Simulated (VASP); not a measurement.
The system is NiO.

```
Ni O
1.0
     0.00000    2.09972    2.09972
     2.09972    0.00000    2.09972
     2.09972    2.09972    0.00000
Ni O
1 1
Direct
  0.00000 0.00000 0.00000
  0.50000 0.50000 0.50000
```

Base run:

| Property | Result |
| --- | --- |
| Program | VASP 6.6.1 |
| Functional | PBEsol |
| Dispersion | D4 |
| Potentials or basis | VASP PAW PBE potentials, release 64 (Ni, O) |
| Cutoff | 520 eV |
| k mesh | 11 × 11 × 11 |
| Occupations | fermi-dirac, width 0.05 eV |
| Spin | collinear spin, ferromagnetic start |
| Starting moments | [1.0, 0.0] μB |

Its results: pressure -13.0 GPa; net moment 1.42 μB per cell; site moments Ni +1.18; O +0.20 μB.

**Question.** After a change of settings the same cell gave: pressure -10.7 GPa; net moment 1.42 μB per cell; site moments Ni +1.18; O +0.20 μB. Which change was it?
A. functional from PBEsol to PBE; dispersion from D4 to none
B. functional from PBEsol to revPBE; dispersion from D4 to none
C. functional from PBEsol to revPBE; further incar settings from ALGO = Normal; EDIFF = 1e-06; NBANDS = 19 to ALGO = Normal; EDIFF = 1e-07; NBANDS = 19
D. dispersion from D4 to none

**Answer.** D.

Dispersion adds attraction, which lowers the pressure at fixed volume and, as a term added to the energy, leaves the levels alone.

Caveats: the PAW data sets were made with another functional, which shifts forces and pressure a little; a cell with one magnetic atom can't hold antiferromagnetic order, which such compounds often take; semilocal functionals often make such compounds metallic where correlation or magnetic order opens a gap, which also shifts bond lengths; pairwise dispersion overbinds metals, which lowers pressure and volume (some runs).
